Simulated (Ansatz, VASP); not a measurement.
## InAs in VASP and in Ansatz

```
CELL_PARAMETERS angstrom
0.00000 3.02400 2.90304
3.02400 0.00000 2.90304
3.02400 3.02400 0.00000
ATOMIC_POSITIONS crystal
In 0.00000 0.00000 0.00000
As 0.75000 0.75000 0.75000
```

Change from the starting cell: strain +0.000 along x and y, -0.040 along z, atoms carried along.

Alike in both runs: task single point; functional PBE; k mesh 14 × 14 × 14; occupations gaussian, width 0.15 eV; no spin polarisation.

```csv
,VASP,Ansatz
version,VASP 6.6.1,Ansatz 0.2.0
potentials or method,"VASP PAW PBE potentials, release 64 (In_d, As), cutoff 520 eV","scalar-relativistic, plane waves, PAW"
valence electrons in the cell,18,28
```

```tsv
	VASP	Ansatz	Ansatz less VASP
gap on the k mesh at the Fermi level (eV)	none	none	-
pressure (GPa)	6.9	6.8	-0.08
traceless stress, the component that is largest in VASP (GPa)	0.74	0.74	+0.002
```

A gap of «none» marks a metal or a gap that the smearing closes. With one functional, cell and mesh, what is left measures potentials, basis and numerics. VASP's potentials hold 18 valence electrons a cell and Ansatz's 28, so a difference there can come from the potentials and not from the codes.
